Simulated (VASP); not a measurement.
Here is a VASP 6.6.1 calculation.

The input INCAR:

```
ALGO = Normal ; EDIFF = 1E-7
ENCUT = 520 ; GGA = CA
ISIF = 2 ; ISMEAR = 0
LASPH = T ; LCHARG = T
LELF = T ; LREAL = F
LVHAR = T ; LWAVE = F
NBANDS = 11 ; NELM = 80
PREC = Accurate ; SIGMA = 0.01
```

File KPOINTS:

```
k-points
0
Gamma
  8 8 8
```

The input POSCAR:

```
MgS
1.0
    0.0000000000      2.5449609037      2.5449609037
    2.5449609037      0.0000000000      2.5449609037
    2.5449609037      2.5449609037      0.0000000000
Mg S
1 1
Direct
    0.0000000000      0.0000000000      0.0000000000
    0.5000000000      0.5000000000      0.5000000000
```

Potentials or basis: VASP PAW LDA potentials, release 64 (Mg, S).

Launch:

```bash
$ cat potpaw_LDA.64/Mg/POTCAR potpaw_LDA.64/S/POTCAR > POTCAR
$ mpirun -np 1 vasp_std > vasp.out
```

Problem. Estimate the pressure.

Solution. 1.4 GPa.

Problem. What does it give for the band gap on the k mesh?

Solution. 2.70 eV, indirect (least direct gap 4.03 eV).

A k mesh can miss the band edges. A hybrid or GW would open this gap; LDA tends to underestimate it.
